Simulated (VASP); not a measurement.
Here is a VASP 6.6.1 calculation.

The input INCAR:

```
SYSTEM = NbTe8Mo3
ALGO     = Normal         ! electronic algorithm
EDIFF    = 1E-7           ! SCF threshold, eV
EDIFFG   = -0.04          ! ionic threshold
ENCUT    = 600            ! plane-wave cutoff, eV
GGA      = PE             ! functional
IBRION   = 2              ! ionic algorithm
ISIF     = 3              ! what is computed and relaxed
ISMEAR   = 0              ! smearing method
LASPH    = .TRUE.         ! aspherical terms in the spheres
LCHARG   = .FALSE.        ! write CHGCAR
LREAL    = .FALSE.        ! projectors in reciprocal space
LWAVE    = .FALSE.        ! write WAVECAR
NELM     = 100            ! most SCF steps
NSW      = 90             ! ionic steps
PREC     = Accurate       ! precision mode
SIGMA    = 0.1            ! smearing width, eV
```

File KPOINTS:

```
k-points
0
G
  6 6 1
  0 0 0
```

The input POSCAR:

```
NbTe8Mo3
1.0
    3.6937143500      0.0000000000      0.0000000000
   -1.8468571800      3.1988504600      0.0000000000
    0.0000000000      0.0000000000     29.3414179700
Nb Te Mo
1 8 3
Direct
    0.6666666700      0.3333333300      0.0000000000
    0.3333333300      0.6666666700      0.9355000000
    0.3333333300      0.6666666700      0.4355000000
    0.6666666700      0.3333333300      0.6855000000
    0.6666666700      0.3333333300      0.1855000000
    0.3333333300      0.6666666700      0.0645000000
    0.3333333300      0.6666666700      0.5645000000
    0.6666666700      0.3333333300      0.8145000000
    0.6666666700      0.3333333300      0.3145000000
    0.3333333300      0.6666666700      0.7500000000
    0.3333333300      0.6666666700      0.2500000000
    0.6666666700      0.3333333300      0.5000000000
```

Potentials or basis: VASP PAW PBE potentials, release 64 (Nb_sv, Te, Mo_sv).

Command:

```sh
$ cat potpaw_PBE.64/Nb_sv/POTCAR potpaw_PBE.64/Te/POTCAR potpaw_PBE.64/Mo_sv/POTCAR > POTCAR
$ mpirun -np 1 vasp_std > vasp.out
```

Q: Estimate the relaxed cell.

A: a = 3.596 Å, b = 3.596 Å, c = 29.403 Å, α = 90.00°, β = 90.00°, γ = 120.00°.

Q: What does it give for the band gap on the k mesh?

A: Zero (an odd number of electrons rules out a gap without spin polarisation).

Q: What does it give for the relaxed volume?

A: 27.44 Å³/atom.

Stress tensor (GPa, compression positive):
```
-0.19  0.00  0.00
 0.00 -0.19  0.00
 0.00  0.00  0.19
```

Caveat: spin-orbit coupling is left out, which moves the levels of the heavy elements; this functional lacks dispersion, which binds the layers, so the pressure and a relaxed spacing across them are unreliable.
